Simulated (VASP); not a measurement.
# Al2Cu (Pmm2) in VASP: a series of runs

The runs below take Al2Cu through single point, with PBE.

Program: VASP 6.6.1. These are calculated values, not measurements. Logs are shortened: lines on timing, memory, paths and dates and some standing lists are left out, and cuts for length are marked.

## (1) The cell of the first run

It takes space group Pmm2 (No. 25, orthorhombic). The conventional cell has a = 2.885 Å, b = 4.231 Å, c = 4.231 Å, α = 90.00°, β = 90.00°, γ = 90.00°. Within 3.4 Å of Al (site symmetry mm2) lie 4 Cu at 2.56 Å and 6 Al at 2.88 to 3.09 Å. Al (site symmetry mm2) has 4 Cu at 2.44 to 2.68 Å and 6 Al at 2.88 to 3.09 Å within 3.2 Å. Cu (site symmetry mm2) has 8 Al at 2.44 to 2.68 Å and 2 Cu at 2.88 Å within 3.2 Å.

## (2) Single point, PBE

File INCAR:

```
PREC     = Accurate       # precision mode
ENCUT    = 520            # plane-wave cutoff, eV
EDIFF    = 1E-6           # SCF threshold, eV
ISMEAR   = 0              # smearing method
SIGMA    = 0.15           # smearing width, eV
LREAL    = False          # projectors in reciprocal space
LASPH    = True           # aspherical terms in the spheres
NELM     = 100            # most SCF steps
ALGO     = Fast           # electronic algorithm
ISIF     = 2              # what is computed and relaxed
LWAVE    = False          # write WAVECAR
LCHARG   = True           # write CHGCAR
GGA      = PE             # functional
LELF     = True           # ELF
LVHAR    = True         
NBANDS   = 16             # bands
```

File KPOINTS:

```
regular mesh
0
Gamma
  10 10 14
```

File POSCAR:

```
Al2Cu
1.0
    4.2311976689      0.0000000000      0.0000000000
    0.0000000000      4.2311976689      0.0000000000
    0.0000000000      0.0000000000      2.8847334069
Al Cu
2 1
Direct
    0.5000000000      0.0058614588      0.5000000000
    0.0000000000      0.4741577779      0.5000000000
    0.0000000000      0.0084838028      0.0000000000
```

Potentials or basis: VASP PAW PBE potentials, release 64 (Al, Cu).

Launch:

```bash
$ cat potpaw_PBE.64/Al/POTCAR potpaw_PBE.64/Cu/POTCAR > POTCAR
$ mpirun -np 1 vasp_std > vasp.out
```

OUTCAR:

```text
PREC = Accurate
   ENCUT = 520
   EDIFF = 1E-6
   ISMEAR = 0
   LREAL = False
   LASPH = True
   NELM = 100
   ISIF = 2
   GGA = PE

 ion  position               nearest neighbor table
   1  0.500  0.006  0.500-   3 2.56   3 2.56   3 2.56   3 2.56   2 2.90   2 2.90   2 3.09   2 3.09

   2  0.000  0.474  0.500-   3 2.44   3 2.44   3 2.68   3 2.68   1 2.90   1 2.90   1 3.09   1 3.09

   3  0.000  0.008  0.000-   2 2.44   2 2.44   1 2.56   1 2.56   1 2.56   1 2.56   2 2.68   2 2.68

  LATTYP: Found a simple tetragonal cell.
 ALAT       =     4.2311976689
 C/A-ratio  =     0.6817770363

  Lattice vectors:

 A1 = (   4.2311976689,   0.0000000000,   0.0000000000)
 A2 = (   0.0000000000,   4.2311976689,   0.0000000000)
 A3 = (   0.0000000000,   0.0000000000,   2.8847334069)

Analysis of symmetry for initial positions (statically):
=====================================================================
 Subroutine PRICEL returns:
 Original cell was already a primitive cell.

 Routine SETGRP: Setting up the symmetry group for a
 simple tetragonal supercell.

 Subroutine GETGRP returns: Found  4 space group operations
 (whereof  4 operations were pure point group operations)
 out of a pool of 16 trial point group operations.

The static configuration has the point symmetry C_2v.

Analysis of symmetry for dynamics (positions and initial velocities):
=====================================================================
 Subroutine PRICEL returns:
 Original cell was already a primitive cell.

 Routine SETGRP: Setting up the symmetry group for a
 simple tetragonal supercell.

 Subroutine GETGRP returns: Found  4 space group operations
 (whereof  4 operations were pure point group operations)
 out of a pool of 16 trial point group operations.

The dynamic configuration has the point symmetry C_2v.

 Subroutine INISYM returns: Found  4 space group operations
 (whereof  4 operations are pure point group operations),
 and found     1 'primitive' translations

----------------------------------------------------------------------------------------

                                     Primitive cell

  volume of cell :      51.6455

  direct lattice vectors                    reciprocal lattice vectors
     4.231197669  0.000000000  0.000000000     0.236339703  0.000000000  0.000000000
     0.000000000  4.231197669  0.000000000     0.000000000  0.236339703  0.000000000
     0.000000000  0.000000000  2.884733407     0.000000000  0.000000000  0.346652484

  length of vectors
     4.231197669  4.231197669  2.884733407     0.236339703  0.236339703  0.346652484

  position of ions in fractional coordinates (direct lattice)
     0.500000000  0.005861459  0.500000000
     0.000000000  0.474157778  0.500000000
     0.000000000  0.008483803  0.000000000

  ion indices of the primitive-cell ions
   primitive index   ion index
                 1           1
                 2           2
                 3           3

----------------------------------------------------------------------------------------

 KPOINTS: regular mesh

Automatic generation of k-mesh.
 Grid dimensions read from file:
 generate k-points for:   10   10   14

 Generating k-lattice:

  Cartesian coordinates                     Fractional coordinates (reciprocal lattice)
     0.023633970  0.000000000  0.000000000     0.100000000  0.000000000  0.000000000
     0.000000000  0.023633970  0.000000000     0.000000000  0.100000000  0.000000000
     0.000000000  0.000000000  0.024760892     0.000000000  0.000000000  0.071428571

  Length of vectors
     0.023633970  0.023633970  0.024760892

  Shift w.r.t. Gamma in fractional coordinates (k-lattice)
     0.000000000  0.000000000  0.000000000

 Subroutine IBZKPT returns following result:
 ===========================================

 Found    288 irreducible k-points:

 Following reciprocal coordinates:
            Coordinates               Weight
  0.000000  0.000000  0.000000      1.000000
  0.100000  0.000000  0.000000      2.000000
  0.000000  0.100000  0.000000      2.000000
  0.200000  0.000000  0.000000      2.000000
  0.000000  0.200000  0.000000      2.000000
  0.300000  0.000000  0.000000      2.000000
[... 16 lines left out ...]
 -0.200000  0.300000  0.000000      4.000000
  0.400000  0.200000  0.000000      4.000000
 [... further k-points ...]
   k-points           NKPTS =    288   k-points in BZ     NKDIM =    288   number of bands    NBANDS=     16
   number of dos      NEDOS =    301   number of ions     NIONS =      3
   total plane-waves  NPLWV =  24576
   dimension x,y,z NGX =    32 NGY =   32 NGZ =   24
   dimension x,y,z NGXF=    64 NGYF=   64 NGZF=   48
   ions per type =               2   1
   NGX,Y,Z   is equivalent  to a cutoff of  12.57, 12.57, 13.83 a.u.
   NGXF,Y,Z  is equivalent  to a cutoff of  25.15, 25.15, 27.66 a.u.
 SYSTEM =  unknown system
   PREC   = accura    normal or accurate (medium, high low for compatibility)
   ISTART =      0    job   : 0-new  1-cont  2-samecut
   ICHARG =      2    charge: 1-file 2-atom 10-const
   ISPIN  =      1    spin polarized calculation?
   LNONCOLLINEAR =      F non collinear calculations
   LSORBIT =      F    spin-orbit coupling
   LASPH  =      T    aspherical Exc in radial PAW
   ENCUT  =  520.0 eV  38.22 Ry    6.18 a.u.   7.87  7.87  5.36*2*pi/ulx,y,z
   NELM   =    100;   NELMIN=  2; NELMDL= -5     # of ELM steps
   EDIFF  = 0.1E-05   stopping-criterion for ELM
   LREAL  =      F    real-space projection
   EDIFFG = 0.1E-04   stopping-criterion for IOM
   NSW    =      0    number of steps for IOM
   IBRION =     -1    ionic relax: 0-MD 1-quasi-New 2-CG
   NFREE  =      0    steps in history (QN), initial steepest desc. (CG)
   ISIF   =      2    stress and relaxation
   ISYM   =      2    0-nonsym 1-usesym 2-fastsym
   POTIM  = 0.5000    time-step for ionic-motion
   TEBEG  =    0.0;   TEEND  =   0.0 temperature during run
   PSTRESS=    0.0 pullay stress
   NELECT =      17.0000    total number of electrons
   NUPDOWN=      -1.0000    fix difference up-down
   EMIN   =  10.00;   EMAX   =-10.00  energy-range for DOS
   EFERMI =   0.00;   METHOD = LEGACY
   ISMEAR =     0;   SIGMA  =   0.15  broadening in eV -4-tet -1-fermi 0-gaus
   EFERMI_NEDOS =   21; number of points for ismear=-14 and -15
   IALGO  =     68    algorithm
   IMIX   =      4    mixing-type and parameters
     AMIX     =   0.40;   BMIX     =  1.00
     AMIX_MAG =   1.60;   BMIX_MAG =  1.00
  volume/ion in A,a.u.               =      17.22       116.17
  Fermi-wavevector in a.u.,A,eV,Ry     =   1.130352  2.136056 17.384104  1.277696
  Thomas-Fermi vector in A             =   2.267048
   LORBIT       =      0    0 simple, 1 ext, 2 COOP (PROOUT), +10 PAW based schemes
   GGA     = PE    functional components
   LHFCALC =     F    Hartree Fock is set to
   AEXX    =    0.0000 exact exchange contribution
   IVDW    =     0    specifies the selected vdW correction
   LEPSILON=     F    determine dielectric tensor
   LRPA    =     F    only Hartree local field effects (RPA)
 non-spin polarized calculation
 RMM-DIIS sequential band-by-band and
 Gauss-broadening in eV      SIGMA  =   0.15
  energy-cutoff  :      520.00
  volume of cell :       51.65
 maximum number of plane-waves:      1419
   NGX = 15   NGY = 15   NGZ = 11

 number of electron      16.9999993 magnetization

 Free energy of the ion-electron system (eV)
  ---------------------------------------------------
  ext. energy  EPLUGINS =         0.00000000
  ---------------------------------------------------
  free energy    TOTEN  =       -11.19315890 eV

  energy without entropy =      -11.18235299  energy(sigma->0) =      -11.18775594

 E-fermi :   6.5764     XC(G=0): -10.1441

 val. band max:        6.5703991388   @ k =   0.0000   0.5000   0.2143
 cond. band min:       6.5790989932   @ k =  -0.1000   0.3000   0.3571
 fundamental gap:      0.0086998544
 Fermi energy:         6.5764448442

 k-point     1 :       0.0000    0.0000    0.0000
  band No.  band energies     occupation
      1      -3.5980      2.00000
      2       1.3092      2.00000
      3       1.8997      2.00000
      4       2.5054      2.00000
      5       2.7359      2.00000
      6       2.7539      2.00000
[... 8 lines left out ...]
     15      13.6655      0.00000
     16      18.3520      0.00000

 k-point     2 :       0.1000    0.0000    0.0000
  band No.  band energies     occupation
      1      -3.5191      2.00000
      2       1.2507      2.00000
      3       1.8789      2.00000
      4       2.4810      2.00000
      5       2.7363      2.00000
      6       2.7514      2.00000
[... 8 lines left out ...]
     15      14.4073      0.00000
     16      18.5341      0.00000

 k-point     3 :       0.0000    0.1000    0.0000
  band No.  band energies     occupation
      1      -3.5200      2.00000
      2       1.2529      2.00000
      3       1.8808      2.00000
      4       2.4822      2.00000
      5       2.7336      2.00000
      6       2.7542      2.00000
[... 8 lines left out ...]
     15      14.3889      0.00000
     16      18.5111      0.00000

 k-point     4 :       0.2000    0.0000    0.0000
  band No.  band energies     occupation
      1      -3.2856      2.00000
      2       0.9600      2.00000
      3       1.8295      2.00000
      4       2.4238      2.00000
      5       2.7372      2.00000
      6       2.7452      2.00000
[... 8 lines left out ...]
     15      16.0341      0.00000
     16      17.8310      0.00000
[... 324 lines left out ...]
 k-point    22 :       0.3000    0.2000    0.0000
  band No.  band energies     occupation
      1      -2.5993      2.00000
      2       0.4908      2.00000
      3       1.5734      2.00000
      4       2.2277      2.00000
      5       2.6380      2.00000
      6       2.7300      2.00000
[... 8 lines left out ...]
     15      17.1664      0.00000
     16      17.5394      0.00000

 k-point    23 :      -0.2000    0.3000    0.0000
  band No.  band energies     occupation
      1      -2.6066      2.00000
      2       0.5225      2.00000
      3       1.5658      2.00000
      4       2.2269      2.00000
      5       2.6441      2.00000
      6       2.7213      2.00000
[... 8 lines left out ...]
     15      17.2043      0.00000
     16      17.5401      0.00000

 k-point    24 :       0.4000    0.2000    0.0000
  band No.  band energies     occupation
      1      -2.1275      2.00000
      2      -0.2104      2.00000
      3       1.6469      2.00000
      4       2.1844      2.00000
      5       2.4721      2.00000
      6       2.7310      2.00000
[... 8 lines left out ...]
     15      16.4953      0.00000
     16      17.8586      0.00000

 [... further k-points ...]
[... 5 lines left out ...]
  --------------------------------------------------------------------------------------
  -------------------------------------------------------------------------------------
  Total       -1.3026231     -0.9863767     -0.7631157      0.0000000      0.0000000      0.0000000
  in kB      -40.4107638    -30.5999754    -23.6738368      0.0000000      0.0000000      0.0000000
  external PRESSURE =     -31.5615253 kB  Pullay stress =       0.0000000 kB

 VOLUME and BASIS-vectors are now :
 -----------------------------------------------------------------------------
  energy-cutoff  :      520.00
  volume of cell :       51.65
      direct lattice vectors                 reciprocal lattice vectors
     4.231197669  0.000000000  0.000000000     0.236339703  0.000000000  0.000000000
     0.000000000  4.231197669  0.000000000     0.000000000  0.236339703  0.000000000
     0.000000000  0.000000000  2.884733407     0.000000000  0.000000000  0.346652484

 POSITION                                       TOTAL-FORCE (eV/Angst)
 -----------------------------------------------------------------------------------
      2.11560      0.02480      1.44237         0.000000     -0.209956      0.000000
      0.00000      2.00626      1.44237         0.000000      1.023906      0.000000
      0.00000      0.03590      0.00000         0.000000     -0.813949      0.000000
 -----------------------------------------------------------------------------------
    total drift:                               -0.000000      0.000154     -0.000004

  FREE ENERGIE OF THE ION-ELECTRON SYSTEM (eV)
  ---------------------------------------------------
  free  energy   TOTEN  =       -11.1931588958 eV

  energy  without entropy=      -11.1823529918  energy(sigma->0) =      -11.18775594
```

Wall time 81 s (1 thread of Intel Xeon 6975P-C (Granite Rapids), shared host); peak memory 0.33 GiB.

What came out:

| Property | Result |
| --- | --- |
| Free energy | -11.1932 eV |
| Pressure | -3.2 GPa |
| Largest force | 1.024 eV/Å |

Forces in eV/Å, atoms in the order of the input:
```
Al   0.000 -0.210  0.000
Al   0.000  1.024  0.000
Cu   0.000 -0.814  0.000
```

Stress tensor (GPa, compression positive):
```
-4.04  0.00  0.00
 0.00 -3.06  0.00
 0.00  0.00 -2.37
```

Caveat: forces of over 1 eV/Å act on the atoms, so gaps and moduli don't describe the material at rest.

[end of part 1 of 2]
